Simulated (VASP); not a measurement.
# RbAl2W3 (Immm) in VASP: a series of runs, part 2 of 2

VASP 6.6.1. Earlier steps stand in the parts before.

## (3) Single point, PBE

This run uses another cell than the first one, of 24.16 Å³/atom.

INCAR

```
SYSTEM = RbAl2W3
PREC = Accurate
ENCUT = 500
EDIFF = 1E-6
ISMEAR = 0
SIGMA = 0.1
LREAL = .FALSE.
LASPH = .TRUE.
NELM = 120
ALGO = Normal
ISIF = 2
LWAVE = .FALSE.
LCHARG = .TRUE.
GGA = PE
LELF = .TRUE.
LVHAR = .TRUE.
NBANDS = 38
GGA_COMPAT = .FALSE.
```

KPOINTS

```
Automatic mesh
0
G
  4 4 4
  0 0 0
```

POSCAR

```
RbAl2W3
1.0
   -3.6657728478      3.6799837228      2.6865013729
    3.6657728478     -3.6799837228      2.6865013729
    3.6657728478      3.6799837228     -2.6865013729
Rb Al W
1 2 3
Direct
    0.0000000000      0.5000000000      0.5000000000
    0.1765130423      0.0000000000      0.1765130423
    0.8234869577      0.0000000000      0.8234869577
    0.5000000000      0.8233935296      0.3233935296
    0.5000000000      0.1766064704      0.6766064704
    0.5000000000      0.5000000000      0.0000000000
```

Potentials or basis: VASP PAW PBE potentials, release 64 (Rb_sv, Al, W_sv).

The run is started by

```sh
cat potpaw_PBE.64/Rb_sv/POTCAR potpaw_PBE.64/Al/POTCAR potpaw_PBE.64/W_sv/POTCAR > POTCAR
mpirun -np 1 vasp_std > vasp.out
```

OUTCAR:

```text
SYSTEM = RbAl2W3
   PREC = Accurate
   ENCUT = 500
   EDIFF = 1E-6
   ISMEAR = 0
   LREAL = .FALSE.
   LASPH = .TRUE.
   NELM = 120
   ISIF = 2
   GGA = PE

 ion  position               nearest neighbor table
   1  0.000  0.500  0.500-   5 2.98   4 2.98   5 2.98   4 2.98   3 3.59   2 3.59   2 3.59   3 3.59
                             6 3.68   6 3.68   3 3.89   2 3.89   2 3.89   3 3.89   5 4.38   5 4.38
   2  0.177  0.000  0.177-   3 2.60   5 2.71   4 2.71   6 2.98   6 2.98   1 3.59   1 3.59   1 3.89
                             1 3.89
   3  0.823  0.000  0.823-   2 2.60   5 2.71   4 2.71   6 2.98   6 2.98   1 3.59   1 3.59   1 3.89
                             1 3.89
   4  0.500  0.823  0.323-   6 2.37   5 2.59   3 2.71   2 2.71   1 2.98   1 2.98   1 4.38   1 4.38

   5  0.500  0.177  0.677-   6 2.37   4 2.59   3 2.71   2 2.71   1 2.98   1 2.98   1 4.38   1 4.38

   6  0.500  0.500  0.000-   4 2.37   5 2.37   2 2.98   3 2.98   2 2.98   3 2.98   1 3.68   1 3.68
                             1 4.54   1 4.54   1 4.54   1 4.54

  LATTYP: Found a body centered orthorhombic cell.
 ALAT       =     5.3730027458
 B/A-ratio  =     1.3645155312
 C/A-ratio  =     1.3698052642

  Lattice vectors:

 A1 = (   3.6657728478,  -3.6799837228,   2.6865013729)
 A2 = (  -3.6657728478,  -3.6799837228,  -2.6865013729)
 A3 = (   3.6657728478,   3.6799837228,  -2.6865013729)

Analysis of symmetry for initial positions (statically):
=====================================================================
 Subroutine PRICEL returns:
 Original cell was already a primitive cell.

 Routine SETGRP: Setting up the symmetry group for a
 body centered orthorhombic supercell.

 Subroutine GETGRP returns: Found  8 space group operations
 (whereof  8 operations were pure point group operations)
 out of a pool of  8 trial point group operations.

The static configuration has the point symmetry D_2h.

Analysis of symmetry for dynamics (positions and initial velocities):
=====================================================================
 Subroutine PRICEL returns:
 Original cell was already a primitive cell.
[... 133 lines left out ...]
   LORBIT       =      0    0 simple, 1 ext, 2 COOP (PROOUT), +10 PAW based schemes
   GGA     = PE    functional components
   LHFCALC =     F    Hartree Fock is set to
   AEXX    =    0.0000 exact exchange contribution
   IVDW    =     0    specifies the selected vdW correction
   LEPSILON=     F    determine dielectric tensor
   LRPA    =     F    only Hartree local field effects (RPA)
 non-spin polarized calculation
 Gauss-broadening in eV      SIGMA  =   0.10
  energy-cutoff  :      500.00
  volume of cell :      144.96
 maximum number of plane-waves:      3717
 NGX is ok and might be reduce to    48
   NGX = 21   NGY = 21   NGZ = 21

 number of electron      57.0000000 magnetization

 Free energy of the ion-electron system (eV)
  ---------------------------------------------------
  ext. energy  EPLUGINS =         0.00000000
  ---------------------------------------------------
  free energy    TOTEN  =       -35.90886185 eV

  energy without entropy =      -35.86514708  energy(sigma->0) =      -35.88700446

 E-fermi :   4.9080     XC(G=0): -10.0409

 val. band max:        4.9077802373   @ k =   0.5000  -0.2500   0.2500
 cond. band min:       4.9319138812   @ k =   0.0000   0.5000   0.0000
 fundamental gap:      0.0241336438
 Fermi energy:         4.9080424372

 k-point     1 :       0.0000    0.0000    0.0000
  band No.  band energies     occupation
      1     -69.0065      2.00000
      2     -68.9024      2.00000
      3     -68.6991      2.00000
      4     -34.0230      2.00000
      5     -33.6198      2.00000
      6     -33.3636      2.00000
[... 727 lines left out ...]
     37       8.5611      0.00000
     38       9.4520      0.00000

------------------------ aborting loop because EDIFF is reached ----------------------------------------

  FORCE on cell =-STRESS in cart. coord.  units (eV):
  Direction    XX          YY          ZZ          XY          YZ          ZX
  --------------------------------------------------------------------------------------
  -------------------------------------------------------------------------------------
  Total        0.4947872     -0.2889576      0.0380122      0.0000000      0.0000000      0.0000000
  in kB        5.4685289     -3.1936419      0.4201221      0.0000000      0.0000000      0.0000000
  external PRESSURE =       0.8983364 kB  Pullay stress =       0.0000000 kB

 VOLUME and BASIS-vectors are now :
 -----------------------------------------------------------------------------
  energy-cutoff  :      500.00
  volume of cell :      144.96
      direct lattice vectors                 reciprocal lattice vectors
    -3.665772848  3.679983723  2.686501373     0.000000000  0.135870166  0.186115669
     3.665772848 -3.679983723  2.686501373     0.136396886  0.000000000  0.186115669
     3.665772848  3.679983723 -2.686501373     0.136396886  0.135870166  0.000000000

 POSITION                                       TOTAL-FORCE (eV/Angst)
 -----------------------------------------------------------------------------------
      3.66577      0.00000      0.00000         0.000000      0.000000      0.000000
      0.00000      1.29913      0.00000         0.000000     -0.003630     -0.000000
      0.00000      6.06084      0.00000         0.000000      0.003630      0.000000
      2.37097      0.00000      2.68650         0.081419      0.000000     -0.000000
      1.29480      3.67998      0.00000        -0.081419     -0.000000      0.000000
      0.00000      0.00000      2.68650         0.000000     -0.000000      0.000000
 -----------------------------------------------------------------------------------
    total drift:                               -0.000000     -0.000000      0.000000

  FREE ENERGIE OF THE ION-ELECTRON SYSTEM (eV)
  ---------------------------------------------------
  free  energy   TOTEN  =       -35.9088618465 eV

  energy  without entropy=      -35.8651470753  energy(sigma->0) =      -35.88700446
```

OSZICAR:

```text
N       E                     dE             d eps       ncg     rms          rms(c)
DAV:   1     0.582060101699E+03    0.58206E+03   -0.30748E+04  1488   0.141E+03
DAV:   2    -0.358640669639E+01   -0.58565E+03   -0.57019E+03  1528   0.420E+02
DAV:   3    -0.365566399213E+02   -0.32970E+02   -0.31690E+02  2022   0.927E+01
DAV:   4    -0.375431570128E+02   -0.98652E+00   -0.97921E+00  1798   0.136E+01
DAV:   5    -0.375703094338E+02   -0.27152E-01   -0.27137E-01  1996   0.207E+00    0.256E+01
DAV:   6    -0.361599913549E+02    0.14103E+01   -0.40050E+00  1568   0.100E+01    0.103E+01
DAV:   7    -0.359903034095E+02    0.16969E+00   -0.12318E+00  1678   0.567E+00    0.429E+00
DAV:   8    -0.360016737164E+02   -0.11370E-01   -0.13220E+00  1636   0.511E+00    0.260E+00
DAV:   9    -0.359117016198E+02    0.89972E-01   -0.55327E-01  1688   0.370E+00    0.959E-01
DAV:  10    -0.359088131332E+02    0.28885E-02   -0.25011E-02  1528   0.821E-01    0.333E-01
DAV:  11    -0.359088204677E+02   -0.73344E-05   -0.13005E-03  1732   0.190E-01    0.151E-01
DAV:  12    -0.359088644896E+02   -0.44022E-04   -0.19000E-04  1688   0.712E-02    0.217E-02
DAV:  13    -0.359088622546E+02    0.22351E-05   -0.20001E-05  1564   0.230E-02    0.921E-03
DAV:  14    -0.359088618465E+02    0.40810E-06   -0.19639E-06  1118   0.759E-03
   1 F= -.35908862E+02 E0= -.35887004E+02  d E =-.437148E-01
```

stdout:

```text
POSCAR found type information on POSCAR RbAlW
 POSCAR found :  3 types and       6 ions
 scaLAPACK will be used
 LDA part: xc-table for (Slater+PW92), standard interpolation
 POSCAR, INCAR and KPOINTS ok, starting setup
 FFT: planning ... GRIDC
 FFT: planning ... GRID_SOFT
 FFT: planning ... GRID
 WAVECAR not read
 entering main loop
```

It took 96 s on 1 thread of Intel Xeon Platinum 8375C at 2.90GHz (Ice Lake), shared host; peak memory 0.36 GiB.

What came out:

* Free energy: -35.9089 eV
* Pressure: 0.1 GPa
* Largest force: 0.081 eV/Å
* Band gap on the k mesh: zero (an odd number of electrons rules out a gap without spin polarisation)

Forces in eV/Å, atoms in the order of the input:
```
Rb   0.000  0.000  0.000
Al   0.000 -0.004  0.000
Al   0.000  0.004  0.000
W    0.081  0.000  0.000
W   -0.081  0.000  0.000
W    0.000  0.000  0.000
```

Stress tensor (GPa, compression positive):
```
 0.55  0.00  0.00
 0.00 -0.32  0.00
 0.00  0.00  0.04
```

Caveat: the k points lie up to 0.36 Å⁻¹ apart, too coarse for converged energies and pressures of a metal; spin-orbit coupling is left out, which moves the levels of the heavy elements.

## (4) Relaxation of cell and atoms, PBE

INCAR

```
  ALGO = Normal
  EDIFF = 1E-7
  EDIFFG = -0.04
  ENCUT = 500
  GGA = PE
  GGA_COMPAT = F
  IBRION = 2
  ISIF = 3
  ISMEAR = 0
  LASPH = T
  LCHARG = F
  LREAL = F
  LWAVE = F
  NELM = 120
  NELMIN = 4
  NSW = 90
  PREC = Accurate
  SIGMA = 0.1
```

KPOINTS

```
k-points
0
Gamma
  4 4 4
```

POSCAR

```
RbAl2W3
1.0
   -3.0670982100      3.1589717200      3.2203019600
    3.0670982100     -3.1589717200      3.2203019600
    3.0670982100      3.1589717200     -3.2203019600
Rb Al W
1 2 3
Direct
    0.0000000000      0.5000000000      0.5000000000
    0.2763392900      0.0000000000      0.2763392900
    0.7236607100      0.0000000000      0.7236607100
    0.5000000000      0.7883199900      0.2883199900
    0.5000000000      0.2116800100      0.7116800100
    0.5000000000      0.5000000000      0.0000000000
```

The run is started by

```sh
cat potpaw_PBE.64/Rb_sv/POTCAR potpaw_PBE.64/Al/POTCAR potpaw_PBE.64/W_sv/POTCAR > POTCAR
mpirun -np 1 vasp_std > vasp.out
```

It took 23 min on 1 thread of Intel Xeon Platinum 8375C at 2.90GHz (Ice Lake), shared host; peak memory 0.3 GiB.

The run converged. Its results:

| Item | Value |
| --- | --- |
| Free energy | -35.9014 eV |
| Relaxed volume | 24.17 Å³/atom |
| Relaxed cell | a = 5.847 Å, b = 5.847 Å, c = 5.847 Å, α = 102.01°, β = 102.45°, γ = 125.20° |
| Space group after relaxing (to 0.1 Å) | Immm (No. 71) |
| Pressure after relaxing | 0.0 GPa |
| Largest force after relaxing | 0.024 eV/Å |
| Band gap on the k mesh | zero (an odd number of electrons rules out a gap without spin polarisation) |

Forces on the atoms (eV/Å):
```
Rb   0.000  0.000  0.000
Al   0.000 -0.019  0.000
Al   0.000  0.019  0.000
W   -0.024  0.000  0.000
W    0.024  0.000  0.000
W    0.000  0.000  0.000
```

Stress tensor (GPa, compression positive):
```
-0.19  0.00  0.00
 0.00  0.04  0.00
 0.00  0.00  0.03
```

Final structure:
```
CELL_PARAMETERS angstrom
-3.67946 3.66190 2.69097
3.67946 -3.66190 2.69097
3.67946 3.66190 -2.69097
ATOMIC_POSITIONS crystal
Rb 0.00000 0.50000 0.50000
Al 0.17649 0.00000 0.17649
Al 0.82351 0.00000 0.82351
W 0.50000 0.82409 0.32409
W 0.50000 0.17591 0.67591
W 0.50000 0.50000 0.00000
```

Levels at points of the mesh, in eV from the Fermi level:
```csv
k point,band 25,band 26,band 27,band 28,band 29,band 30,band 31,band 32,band 33,band 34
"(0.00, 0.00, 0.00)",-0.91,-0.69,-0.14,0.19,0.67,0.72,0.78,0.98,1.35,1.47
"(0.50, 0.00, 0.00)",-1.91,-0.73,-0.49,-0.34,-0.21,0.47,0.65,0.92,1.29,2.14
"(0.00, 0.50, 0.00)",-1.43,-1.30,-0.33,0.05,0.14,0.19,0.50,0.62,0.68,1.24
"(0.50, 0.50, 0.00)",-1.66,-1.38,-0.48,-0.05,0.34,0.47,0.59,0.77,0.83,1.52
"(0.50, 0.50, 0.50)",-1.66,-1.22,-1.05,-0.47,-0.22,-0.20,-0.18,0.39,2.05,2.68
```

Caveat: the volume moved by over 15 % at a fixed basis, so the end points are rough; spin-orbit coupling is left out, which moves the levels of the heavy elements.

## (5) Overview

```tsv
task	cell	gap on the mesh (eV)	pressure (GPa)	largest force (eV/Å)
single point	a = 5.455 Å, angles 111.6, 109.2, 107.6°, 6 atoms, atomic positions A	none	104.6	21.54
single point	a = 5.848 Å, angles 102.4, 102.0, 125.3°, 6 atoms, atomic positions B	none	0.1	0.08
relaxation of cell and atoms	relaxed from a = 5.455 Å, angles 111.6, 109.2, 107.6°, 6 atoms, atomic positions A	none	0.0	0.02
```

Alike in all rows: level PBE; potentials or basis VASP PAW PBE potentials, release 64 (Rb_sv, Al, W_sv); no spin polarisation; k mesh 4 × 4 × 4; cutoff (eV) 500; smearing gaussian 0.1 eV.

Caveats: some runs use coarse meshes; spin-orbit coupling is left out, which moves the levels of the heavy elements; atoms lie so close that the PAW spheres overlap strongly, which falsifies energies and pressures (at least some runs); the cell stands under pressure (at least some runs); forces of over 1 eV/Å act on the atoms, so gaps and moduli don't describe the material at rest (at least some runs); the volume moved by over 15 % at a fixed basis, so the end points are rough (at least some runs).

Absolute energies hang on the potentials; compare differences alone.
